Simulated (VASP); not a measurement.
A run of VASP 6.6.1:

File INCAR:

```
PREC = Accurate ; ENCUT = 520
EDIFF = 1E-6 ; ISMEAR = 0
SIGMA = 0.1 ; LREAL = False
LASPH = True ; NELM = 80
ALGO = Normal ; ISIF = 2
LWAVE = False ; LCHARG = False
GGA = PE ; NBANDS = 16
```

KPOINTS

```
Automatic mesh
0
Gamma
  18 18 18
```

POSCAR

```
AgS
1.0
    0.0000000000      2.6414418321      2.6414418321
    2.6414418321      0.0000000000      2.6414418321
    2.6414418321      2.6414418321      0.0000000000
Ag S
1 1
Direct
    0.0000000000      0.0000000000      0.0000000000
    0.5000000000      0.5000000000      0.5000000000
```

Potentials or basis: VASP PAW PBE potentials, release 64 (Ag, S).

Run with:

```sh
$ cat potpaw_PBE.64/Ag/POTCAR potpaw_PBE.64/S/POTCAR > POTCAR
$ mpirun -np 1 vasp_std > vasp.out
```

Hardware: 1 thread of Intel(R) Xeon(R) Platinum 8488C (Sapphire Rapids) (shared host).

Task: How long does it take, and how much memory?

Result: Wall time 61 s on 1 thread of Intel(R) Xeon(R) Platinum 8488C (Sapphire Rapids) (shared host), peak memory 0.24 GiB. Counts: scf iterations 13, k points 195.
